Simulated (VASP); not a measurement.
Here is a VASP 6.6.1 calculation.

File INCAR:

```
SYSTEM = C
ALGO     = Normal         ! electronic algorithm
EDIFF    = 1E-7           ! SCF threshold, eV
EDIFFG   = -0.002         ! ionic threshold
ENCUT    = 600            ! plane-wave cutoff, eV
GGA      = PS             ! functional
GGA_COMPAT= .False.      
IBRION   = 2              ! ionic algorithm
ISIF     = 3              ! what is computed and relaxed
ISMEAR   = 0              ! smearing method
LASPH    = .True.         ! aspherical terms in the spheres
LCHARG   = .False.        ! write CHGCAR
LREAL    = .False.        ! projectors in reciprocal space
LWAVE    = .False.        ! write WAVECAR
NELM     = 120            ! most SCF steps
NELMIN   = 4            
NSW      = 100            ! ionic steps
PREC     = Accurate       ! precision mode
SIGMA    = 0.02           ! smearing width, eV
```

File KPOINTS:

```
k-points
0
Gamma
  12 12 12
  0 0 0
```

POSCAR

```
C
1.0
    0.0000000000      1.7834000000      1.7834000000
    1.7834000000      0.0000000000      1.7834000000
    1.7834000000      1.7834000000      0.0000000000
C
2
Direct
    0.5000000000      0.5000000000      0.5000000000
    0.7500000000      0.7500000000      0.7500000000
```

Potentials or basis: VASP PAW PBE potentials, release 64 (C).

Run with:

```console
$ cat potpaw_PBE.64/C/POTCAR > POTCAR
$ mpirun -np 1 vasp_std > vasp.out
```

Task: What does it give for the relaxed volume?

Result: 5.62 Å³/atom.

Task: What does it give for the space group after relaxing (to 0.1 Å)?

Result: Fd-3m (No. 227).

Task: Predict the band gap on the k mesh.

Result: 4.06 eV (least direct gap 5.57 eV).

Task: What does it give for the relaxed cell?

Result: a = 2.514 Å, b = 2.514 Å, c = 2.514 Å, α = 60.00°, β = 60.00°, γ = 60.00°.

Final structure:
```
CELL_PARAMETERS angstrom
0.00000 1.77745 1.77745
1.77745 0.00000 1.77745
1.77745 1.77745 0.00000
ATOMIC_POSITIONS crystal
C 0.50000 0.50000 0.50000
C 0.75000 0.75000 0.75000
```

Caveat: the PAW data sets were made with another functional, which shifts forces and pressure a little. A hybrid or GW would open this gap; PBEsol tends to underestimate it.
